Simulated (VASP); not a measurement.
# GaBPN (P4/mmm) in VASP: a series of runs, part 2 of 2

VASP 6.6.1.

## (3) Single point, PBE

This run uses another cell than the first one, of 14.99 Å³/atom, 1.325 times its volume.

Input file INCAR:

```
  ALGO = Normal
  EDIFF = 1E-7
  ENCUT = 520
  GGA = PE
  ISIF = 2
  ISMEAR = 0
  LASPH = T
  LCHARG = F
  LREAL = F
  LWAVE = F
  NBANDS = 21
  NELM = 60
  PREC = Accurate
  SIGMA = 0.1
```

Input file KPOINTS:

```
k-points
0
Gamma
  6 6 4
```

Input file POSCAR:

```
GaBPN
1.0
    3.4101116200      0.0000000000      0.0000000000
    0.0000000000      3.4101116200      0.0000000000
    0.0000000000      0.0000000000      5.1555894700
Ga B P N
1 1 1 1
Direct
    0.5000000000      0.5000000000      0.5000000000
    0.0000000000      0.0000000000      0.5000000000
    0.5000000000      0.5000000000      0.0000000000
    0.0000000000      0.0000000000      0.0000000000
```

Potentials or basis: VASP PAW PBE potentials, release 64 (Ga_d, B, P, N).

On the command line:

```
cat potpaw_PBE.64/Ga_d/POTCAR potpaw_PBE.64/B/POTCAR potpaw_PBE.64/P/POTCAR potpaw_PBE.64/N/POTCAR > POTCAR
mpirun -np 1 vasp_std > vasp.out
```

OUTCAR:

```text
EDIFF = 1E-7
   ENCUT = 520
   GGA = PE
   ISIF = 2
   ISMEAR = 0
   LASPH = T
   LREAL = F
   NELM = 60
   PREC = Accurate

 ion  position               nearest neighbor table
   1  0.500  0.500  0.500-   2 2.41   2 2.41   2 2.41   2 2.41   3 2.58   3 2.58
   2  0.000  0.000  0.500-   1 2.41   1 2.41   1 2.41   1 2.41
   3  0.500  0.500  0.000-   1 2.58   1 2.58
   4  0.000  0.000  0.000-

  LATTYP: Found a simple tetragonal cell.
 ALAT       =     3.4101116200
 C/A-ratio  =     1.5118535827

  Lattice vectors:

 A1 = (   3.4101116200,   0.0000000000,   0.0000000000)
 A2 = (   0.0000000000,   3.4101116200,   0.0000000000)
 A3 = (   0.0000000000,   0.0000000000,   5.1555894700)

Analysis of symmetry for initial positions (statically):
=====================================================================
 Subroutine PRICEL returns:
 Original cell was already a primitive cell.

 Routine SETGRP: Setting up the symmetry group for a
 simple tetragonal supercell.

 Subroutine GETGRP returns: Found 16 space group operations
 (whereof 16 operations were pure point group operations)
 out of a pool of 16 trial point group operations.

The static configuration has the point symmetry D_4h.

Analysis of symmetry for dynamics (positions and initial velocities):
=====================================================================
 Subroutine PRICEL returns:
 Original cell was already a primitive cell.

 Routine SETGRP: Setting up the symmetry group for a
 simple tetragonal supercell.

 Subroutine GETGRP returns: Found 16 space group operations
 (whereof 16 operations were pure point group operations)
 out of a pool of 16 trial point group operations.

The dynamic configuration has the point symmetry D_4h.

 Subroutine INISYM returns: Found 16 space group operations
 (whereof 16 operations are pure point group operations),
 and found     1 'primitive' translations

----------------------------------------------------------------------------------------

                                     Primitive cell

  volume of cell :      59.9536

  direct lattice vectors                    reciprocal lattice vectors
     3.410111620  0.000000000  0.000000000     0.293245533  0.000000000  0.000000000
     0.000000000  3.410111620  0.000000000     0.000000000  0.293245533  0.000000000
     0.000000000  0.000000000  5.155589470     0.000000000  0.000000000  0.193964241

  length of vectors
     3.410111620  3.410111620  5.155589470     0.293245533  0.293245533  0.193964241

  position of ions in fractional coordinates (direct lattice)
     0.500000000  0.500000000  0.500000000
     0.000000000  0.000000000  0.500000000
     0.500000000  0.500000000  0.000000000
     0.000000000  0.000000000  0.000000000

  ion indices of the primitive-cell ions
   primitive index   ion index
                 1           1
                 2           2
                 3           3
                 4           4

----------------------------------------------------------------------------------------

 KPOINTS: k-points

Automatic generation of k-mesh.
 Grid dimensions read from file:
 generate k-points for:    6    6    4

 Generating k-lattice:

  Cartesian coordinates                     Fractional coordinates (reciprocal lattice)
     0.048874256  0.000000000  0.000000000     0.166666667  0.000000000  0.000000000
     0.000000000  0.048874256  0.000000000     0.000000000  0.166666667  0.000000000
     0.000000000  0.000000000  0.048491060     0.000000000  0.000000000  0.250000000

  Length of vectors
     0.048874256  0.048874256  0.048491060

  Shift w.r.t. Gamma in fractional coordinates (k-lattice)
     0.000000000  0.000000000  0.000000000

 Subroutine IBZKPT returns following result:
 ===========================================

 Found     30 irreducible k-points:

 Following reciprocal coordinates:
            Coordinates               Weight
  0.000000  0.000000  0.000000      1.000000
  0.166667  0.000000  0.000000      4.000000
  0.333333  0.000000  0.000000      4.000000
  0.500000  0.000000  0.000000      2.000000
  0.166667  0.166667  0.000000      4.000000
  0.333333  0.166667  0.000000      8.000000
[... 16 lines left out ...]
  0.333333  0.000000  0.500000      4.000000
  0.500000  0.000000  0.500000      2.000000
 [... further k-points ...]
   k-points           NKPTS =     30   k-points in BZ     NKDIM =     30   number of bands    NBANDS=     21
   number of dos      NEDOS =    301   number of ions     NIONS =      4
   total plane-waves  NPLWV =  31360
   dimension x,y,z NGX =    28 NGY =   28 NGZ =   40
   dimension x,y,z NGXF=    56 NGYF=   56 NGZF=   80
   ions per type =               1   1   1   1
   NGX,Y,Z   is equivalent  to a cutoff of  13.65, 13.65, 12.90 a.u.
   NGXF,Y,Z  is equivalent  to a cutoff of  27.30, 27.30, 25.80 a.u.
 SYSTEM =  unknown system
   PREC   = accura    normal or accurate (medium, high low for compatibility)
   ISTART =      0    job   : 0-new  1-cont  2-samecut
   ICHARG =      2    charge: 1-file 2-atom 10-const
   ISPIN  =      1    spin polarized calculation?
   LNONCOLLINEAR =      F non collinear calculations
   LSORBIT =      F    spin-orbit coupling
   LASPH  =      T    aspherical Exc in radial PAW
   ENCUT  =  520.0 eV  38.22 Ry    6.18 a.u.   6.34  6.34  9.59*2*pi/ulx,y,z
   NELM   =     60;   NELMIN=  2; NELMDL= -5     # of ELM steps
   EDIFF  = 0.1E-06   stopping-criterion for ELM
   LREAL  =      F    real-space projection
   EDIFFG = 0.1E-05   stopping-criterion for IOM
   NSW    =      0    number of steps for IOM
   IBRION =     -1    ionic relax: 0-MD 1-quasi-New 2-CG
   NFREE  =      0    steps in history (QN), initial steepest desc. (CG)
   ISIF   =      2    stress and relaxation
   ISYM   =      2    0-nonsym 1-usesym 2-fastsym
   POTIM  = 0.5000    time-step for ionic-motion
   TEBEG  =    0.0;   TEEND  =   0.0 temperature during run
   PSTRESS=    0.0 pullay stress
   NELECT =      26.0000    total number of electrons
   NUPDOWN=      -1.0000    fix difference up-down
   EMIN   =  10.00;   EMAX   =-10.00  energy-range for DOS
   EFERMI =   0.00;   METHOD = LEGACY
   ISMEAR =     0;   SIGMA  =   0.10  broadening in eV -4-tet -1-fermi 0-gaus
   EFERMI_NEDOS =   21; number of points for ismear=-14 and -15
   IALGO  =     38    algorithm
   IMIX   =      4    mixing-type and parameters
     AMIX     =   0.40;   BMIX     =  1.00
     AMIX_MAG =   1.60;   BMIX_MAG =  1.00
  volume/ion in A,a.u.               =      14.99       101.15
  Fermi-wavevector in a.u.,A,eV,Ry     =   1.239160  2.341673 20.891989  1.535518
  Thomas-Fermi vector in A             =   2.373655
   LORBIT       =      0    0 simple, 1 ext, 2 COOP (PROOUT), +10 PAW based schemes
   GGA     = PE    functional components
   LHFCALC =     F    Hartree Fock is set to
   AEXX    =    0.0000 exact exchange contribution
   IVDW    =     0    specifies the selected vdW correction
   LEPSILON=     F    determine dielectric tensor
   LRPA    =     F    only Hartree local field effects (RPA)
 non-spin polarized calculation
 Gauss-broadening in eV      SIGMA  =   0.10
  energy-cutoff  :      520.00
  volume of cell :       59.95
 maximum number of plane-waves:      1644
 NGX is ok and might be reduce to    28
   NGX = 13   NGY = 13   NGZ = 19

 number of electron      26.0000000 magnetization

 Free energy of the ion-electron system (eV)
  ---------------------------------------------------
  ext. energy  EPLUGINS =         0.00000000
  ---------------------------------------------------
  free energy    TOTEN  =       -17.54998617 eV

  energy without entropy =      -17.54662770  energy(sigma->0) =      -17.54830693

 E-fermi :   4.2869     XC(G=0): -10.4690

 val. band max:        4.2072824313   @ k =   0.0000   0.0000   0.2500
 cond. band min:       4.2910416469   @ k =   0.5000   0.0000   0.5000
 fundamental gap:      0.0837592157
 Fermi energy:         4.2869387548

 k-point     1 :       0.0000    0.0000    0.0000
  band No.  band energies     occupation
      1     -10.5216      2.00000
      2     -10.3039      2.00000
      3     -10.2550      2.00000
      4     -10.2412      2.00000
      5     -10.2412      2.00000
      6     -10.0978      2.00000
[... 13 lines left out ...]
     20      13.8333      0.00000
     21      14.0611      0.00000
[... 529 lines left out ...]
 k-point    24 :       0.5000    0.0000    0.5000
  band No.  band energies     occupation
      1     -10.3518      2.00000
      2     -10.3105      2.00000
      3     -10.2942      2.00000
      4     -10.2387      2.00000
      5     -10.2335      2.00000
      6      -8.7079      2.00000
[... 13 lines left out ...]
     20      10.5715      0.00000
     21      11.4191      0.00000

 [... further k-points ...]
[... 5 lines left out ...]
  --------------------------------------------------------------------------------------
  -------------------------------------------------------------------------------------
  Total       -9.1577912     -9.1577912     -5.2416821      0.0000000      0.0000000      0.0000000
  in kB     -244.7292056   -244.7292056   -140.0766486      0.0000000      0.0000000      0.0000000
  external PRESSURE =    -209.8450200 kB  Pullay stress =       0.0000000 kB

 VOLUME and BASIS-vectors are now :
 -----------------------------------------------------------------------------
  energy-cutoff  :      520.00
  volume of cell :       59.95
      direct lattice vectors                 reciprocal lattice vectors
     3.410111620  0.000000000  0.000000000     0.293245533  0.000000000  0.000000000
     0.000000000  3.410111620  0.000000000     0.000000000  0.293245533  0.000000000
     0.000000000  0.000000000  5.155589470     0.000000000  0.000000000  0.193964241

 POSITION                                       TOTAL-FORCE (eV/Angst)
 -----------------------------------------------------------------------------------
      1.70506      1.70506      2.57779         0.000000      0.000000      0.000000
      0.00000      0.00000      2.57779         0.000000      0.000000      0.000000
      1.70506      1.70506      0.00000         0.000000      0.000000      0.000000
      0.00000      0.00000      0.00000         0.000000      0.000000      0.000000
 -----------------------------------------------------------------------------------
    total drift:                                0.000000      0.000000      0.000000

  FREE ENERGIE OF THE ION-ELECTRON SYSTEM (eV)
  ---------------------------------------------------
  free  energy   TOTEN  =       -17.5499861670 eV

  energy  without entropy=      -17.5466276965  energy(sigma->0) =      -17.54830693
```

stdout:

```text
POSCAR found type information on POSCAR GaB P N
 POSCAR found :  4 types and       4 ions
 scaLAPACK will be used
 LDA part: xc-table for (Slater+PW92), standard interpolation
 POSCAR, INCAR and KPOINTS ok, starting setup
 FFT: planning ... GRIDC
 FFT: planning ... GRID_SOFT
 FFT: planning ... GRID
 WAVECAR not read
 entering main loop
```

It took 51 s on 1 thread of Intel Xeon Platinum 8259CL at 2.50GHz (Skylake/Cascade Lake), shared host; peak memory 0.2 GiB.

Results:

- Free energy: -17.5500 eV
- Pressure: -21.0 GPa
- Band gap on the k mesh: zero (band 13 reaches 5.29 eV, above the bottom of band 14 at 2.20 eV)

## (4) Relaxation of cell and atoms, PBE

This run uses another cell than the first one, of 14.99 Å³/atom, 1.325 times its volume.

Input file INCAR:

```
SYSTEM = GaBPN
PREC = Accurate
ENCUT = 600
EDIFF = 1E-7
ISMEAR = 0
SIGMA = 0.1
LREAL = .FALSE.
LASPH = .TRUE.
NELM = 80
ALGO = Normal
ISIF = 3
LWAVE = .FALSE.
LCHARG = .FALSE.
GGA = PE
IBRION = 2
NSW = 90
EDIFFG = -0.04
```

Input file KPOINTS:

```
regular mesh
0
G
  6 6 4
  0 0 0
```

POSCAR is that of step 3.

Potentials or basis: VASP PAW PBE potentials, release 64 (Ga_d, B, P, N).

On the command line:

```
cat potpaw_PBE.64/Ga_d/POTCAR potpaw_PBE.64/B/POTCAR potpaw_PBE.64/P/POTCAR potpaw_PBE.64/N/POTCAR > POTCAR
mpirun -np 1 vasp_std > vasp.out
```

OUTCAR:

```text
SYSTEM = GaBPN
   PREC = Accurate
   ENCUT = 600
   EDIFF = 1E-7
   ISMEAR = 0
   LREAL = .FALSE.
   LASPH = .TRUE.
   NELM = 80
   ISIF = 3
   GGA = PE
   IBRION = 2
   NSW = 90
   EDIFFG = -0.04

 ion  position               nearest neighbor table
   1  0.500  0.500  0.500-   2 2.41   2 2.41   2 2.41   2 2.41   3 2.58   3 2.58
   2  0.000  0.000  0.500-   1 2.41   1 2.41   1 2.41   1 2.41
   3  0.500  0.500  0.000-   1 2.58   1 2.58
   4  0.000  0.000  0.000-

  LATTYP: Found a simple tetragonal cell.
 ALAT       =     3.4101116200
 C/A-ratio  =     1.5118535827

  Lattice vectors:

 A1 = (   3.4101116200,   0.0000000000,   0.0000000000)
 A2 = (   0.0000000000,   3.4101116200,   0.0000000000)
 A3 = (   0.0000000000,   0.0000000000,   5.1555894700)

Analysis of symmetry for initial positions (statically):
=====================================================================
 Subroutine PRICEL returns:
 Original cell was already a primitive cell.

 Routine SETGRP: Setting up the symmetry group for a
 simple tetragonal supercell.
[... 174 lines left out ...]

------------------------ aborting loop because EDIFF is reached ----------------------------------------

  FORCE on cell =-STRESS in cart. coord.  units (eV):
  Direction    XX          YY          ZZ          XY          YZ          ZX
  --------------------------------------------------------------------------------------
  -------------------------------------------------------------------------------------
  Total       -9.1752660     -9.1752660     -5.2597260      0.0000000      0.0000000      0.0000000
  in kB     -245.1961972   -245.1961972   -140.5588473      0.0000000      0.0000000      0.0000000
  external PRESSURE =    -210.3170806 kB  Pullay stress =       0.0000000 kB
[... 215 lines left out ...]
--------------------------------------- Ionic step        7  -------------------------------------------

 number of electron      25.9999997 magnetization

 Free energy of the ion-electron system (eV)
  ---------------------------------------------------
  ext. energy  EPLUGINS =         0.00000000
  ---------------------------------------------------
  free energy    TOTEN  =       -18.92733735 eV

  energy without entropy =      -18.92101756  energy(sigma->0) =      -18.92417745

 E-fermi :   7.5375     XC(G=0): -11.7825

 val. band max:        7.5193973647   @ k =   0.5000   0.0000   0.5000
 cond. band min:       7.5445276197   @ k =   0.0000   0.0000   0.5000
 fundamental gap:      0.0251302550
 Fermi energy:         7.5374642102

 k-point     1 :       0.0000    0.0000    0.0000
  band No.  band energies     occupation
      1      -9.7711      2.00000
      2      -7.6245      2.00000
      3      -7.5036      2.00000
      4      -7.3509      2.00000
      5      -7.2935      2.00000
      6      -7.2935      2.00000
[... 457 lines left out ...]
      4      -7.3095      2.00000
      5      -7.2848      2.00000
      6      -7.0472      2.00000
[... 9 lines left out ...]
     16       9.5224      0.00000
     17      10.2949      0.00000

 [... further k-points ...]
[... 5 lines left out ...]
  --------------------------------------------------------------------------------------
  -------------------------------------------------------------------------------------
  Total        0.1070446      0.1070446      0.0351007      0.0000000      0.0000000      0.0000000
  in kB        3.8056039      3.8056039      1.2478869      0.0000000      0.0000000      0.0000000
  external PRESSURE =       2.9530315 kB  Pullay stress =       0.0000000 kB
[... 19 lines left out ...]
  FREE ENERGIE OF THE ION-ELECTRON SYSTEM (eV)
  ---------------------------------------------------
  free  energy   TOTEN  =       -18.9273373546 eV

  energy  without entropy=      -18.9210175552  energy(sigma->0) =      -18.92417745

 reached required accuracy - stopping structural energy minimisation
```

CONTCAR:

```text
GaBPN
   1.00000000000000
     3.0438380347993346    0.0000000000000000    0.0000000000000000
     0.0000000000000000    3.0438380347993346   -0.0000000000000000
     0.0000000000000000    0.0000000000000000    4.8641684686263202
  Ga              B               P               N
     1     1     1     1
Direct
     0.5000000000000000    0.5000000000000000    0.5000000000000000
     1.0000000000000000    1.0000000000000000    0.5000000000000000
     0.5000000000000000    0.5000000000000000    0.0000000000000000
     1.0000000000000000    1.0000000000000000    0.0000000000000000

  0.00000000E+00  0.00000000E+00  0.00000000E+00
  0.00000000E+00  0.00000000E+00  0.00000000E+00
  0.00000000E+00  0.00000000E+00  0.00000000E+00
  0.00000000E+00  0.00000000E+00  0.00000000E+00
```

Wall time 4.2 min (1 thread of Intel Xeon Platinum 8259CL at 2.50GHz (Skylake/Cascade Lake), shared host); peak memory 0.22 GiB.

Results:

* Free energy: -18.9273 eV
* Relaxed volume: 11.27 Å³/atom
* Relaxed cell: a = 3.044 Å, b = 3.044 Å, c = 4.864 Å, α = 90.00°, β = 90.00°, γ = 90.00°
* Space group after relaxing (to 0.05 Å): P4/mmm (No. 123)
* Energy gained by relaxing: 343.9 meV/atom
* Ionic steps: 7
* Pressure after relaxing: 0.3 GPa
* Band gap on the k mesh: zero (band 13 reaches 8.41 eV, above the bottom of band 14 at 4.89 eV)

Stress tensor (GPa, compression positive):
```
0.38 0.00 0.00
0.00 0.38 0.00
0.00 0.00 0.12
```

The path:
```csv
step,energy change (eV),largest force (eV/Å),pressure (GPa),volume (Å³)
1,0.0000,0.0000,-21.03,59.95
2,-1.3707,0.0000,2.25,44.41
3,-1.3750,0.0000,0.22,45.02
4,-1.3743,0.0000,-0.62,45.29
5,-1.3754,0.0000,-0.62,45.35
6,-1.3754,0.0000,-0.61,45.37
7,-1.3757,0.0000,0.30,45.07
```

Final structure:
```cif
data_structure
_symmetry_space_group_name_H-M 'P 1'
_symmetry_Int_Tables_number 1
_cell_length_a 3.0438
_cell_length_b 3.0438
_cell_length_c 4.8642
_cell_angle_alpha 90.000
_cell_angle_beta 90.000
_cell_angle_gamma 90.000
_cell_volume 45.07
loop_
_atom_site_label
_atom_site_type_symbol
_atom_site_fract_x
_atom_site_fract_y
_atom_site_fract_z
_atom_site_occupancy
Ga1 Ga 0.50000 0.50000 0.50000 1
B1 B 0.00000 0.00000 0.50000 1
P1 P 0.50000 0.50000 0.00000 1
N1 N 0.00000 0.00000 0.00000 1
```

Caveat: the volume moved by over 15 % at a fixed basis, so the end points are rough.

## (5) The runs side by side

```tsv
task	cell	cutoff (eV)	gap on the mesh (eV)	pressure (GPa)
single point	a = 3.048, b = 3.048, c = 4.871 Å, 4 atoms	520	none	-0.2
single point	a = 3.410, b = 3.410, c = 5.156 Å, 4 atoms	520	none	-21.0
relaxation of cell and atoms	relaxed from a = 3.410, b = 3.410, c = 5.156 Å, 4 atoms	600	none	0.3
```

Alike in all rows: level PBE; potentials or basis VASP PAW PBE potentials, release 64 (Ga_d, B, P, N); no spin polarisation; k mesh 6 × 6 × 4; smearing gaussian 0.1 eV.

Caveats: the volume moved by over 15 % at a fixed basis, so the end points are rough (some runs).

Total energies depend on the potentials used, so only differences within one code and one set of settings carry meaning.
